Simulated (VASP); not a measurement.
# B6As: relaxation of shape and atoms at fixed volume with PBEsol

B6As:

```
B As
1.0
     3.15403    1.82098    4.09142
    -3.15403    1.82098    4.09142
     0.00000   -3.64196    4.09142
B As
12 2
Direct
  0.01432 0.01432 0.32415
  0.01432 0.32415 0.01432
  0.82242 0.27165 0.82242
  0.82242 0.82242 0.27165
  0.27165 0.82242 0.82242
  0.72835 0.17758 0.17758
  0.17758 0.72835 0.17758
  0.17758 0.17758 0.72835
  0.98568 0.67585 0.98568
  0.98568 0.98568 0.67585
  0.67585 0.98568 0.98568
  0.32415 0.01432 0.01432
  0.60039 0.60039 0.60039
  0.39961 0.39961 0.39961
```

| Property | Result |
| --- | --- |
| Program | VASP 6.6.1 |
| Task | relaxation of shape and atoms at fixed volume |
| Functional | PBEsol |
| Potentials or basis | VASP PAW PBE potentials, release 64 (B, As) |
| Cutoff | 600 eV |
| k mesh | 6 × 6 × 6 |
| Occupations | gaussian, width 0.02 eV |
| Spin | no spin polarisation |
| Dipole correction | no |
| Further INCAR settings | ALGO = Normal; EDIFF = 1e-07; IBRION = 2; EDIFFG = -0.01; NSW = 50; ISIF = 4 |

```json
{"Energy gained by relaxing": "0.5 meV/atom", "Ionic steps": "6", "Pressure after relaxing": "-14.6 GPa", "Largest force after relaxing": "0.005 eV/Å", "Band gap on the k mesh": "2.10 eV"}
```

Forces on the atoms (eV/Å):
```
B    0.000  0.001 -0.001
B    0.001  0.000 -0.001
B   -0.001  0.001  0.002
B    0.000 -0.001  0.002
B    0.001  0.001  0.002
B   -0.001 -0.001 -0.002
B    0.001 -0.001 -0.002
B    0.000  0.001 -0.002
B   -0.001  0.000  0.001
B    0.000 -0.001  0.001
B    0.001  0.000  0.001
B   -0.001  0.000 -0.001
As   0.000  0.000 -0.005
As   0.000  0.000  0.005
```

Step by step:
```csv
step,energy change (eV),largest force (eV/Å),pressure (GPa),volume (Å³)
1,0.0000,0.2031,-15.01,140.99
2,-0.0052,0.1173,-14.44,140.99
3,-0.0064,0.0269,-14.62,140.99
4,-0.0067,0.0138,-14.60,140.99
5,-0.0067,0.0224,-14.59,140.99
6,-0.0068,0.0045,-14.59,140.99
```

Final structure:
```
CELL_PARAMETERS angstrom
3.15174 1.81966 4.09736
-3.15174 1.81966 4.09736
0.00000 -3.63932 4.09736
ATOMIC_POSITIONS crystal
B 0.01365 0.01365 0.32378
B 0.01365 0.32378 0.01365
B 0.82299 0.27067 0.82299
B 0.82299 0.82299 0.27067
B 0.27067 0.82299 0.82299
B 0.72933 0.17701 0.17701
B 0.17701 0.72933 0.17701
B 0.17701 0.17701 0.72933
B 0.98635 0.67622 0.98635
B 0.98635 0.98635 0.67622
B 0.67622 0.98635 0.98635
B 0.32378 0.01365 0.01365
As 0.60033 0.60033 0.60033
As 0.39967 0.39967 0.39967
```

Levels at points of the mesh, in eV from the valence-band top:
```tsv
k point	band 21	band 22	band 23	band 24	band 25	band 26
(0.00, 0.00, 0.00)	-0.22	-0.04	-0.04	4.14	4.57	4.63
(0.50, 0.00, 0.00)	-1.21	-0.91	-0.08	2.56	4.02	4.60
(0.50, 0.50, 0.00)	-0.86	-0.68	-0.22	3.38	3.94	4.58
(0.50, 0.50, 0.50)	-0.74	-0.74	0.00	2.10	3.54	3.68
```

Run time: 7.2 min on 1 thread of AMD EPYC 9R45 96-Core Processor (Zen 5), on a shared host, peak memory 0.38 GiB.

Caveat: the PAW data sets were made with another functional, which shifts forces and pressure a little. A k mesh can miss the band edges.
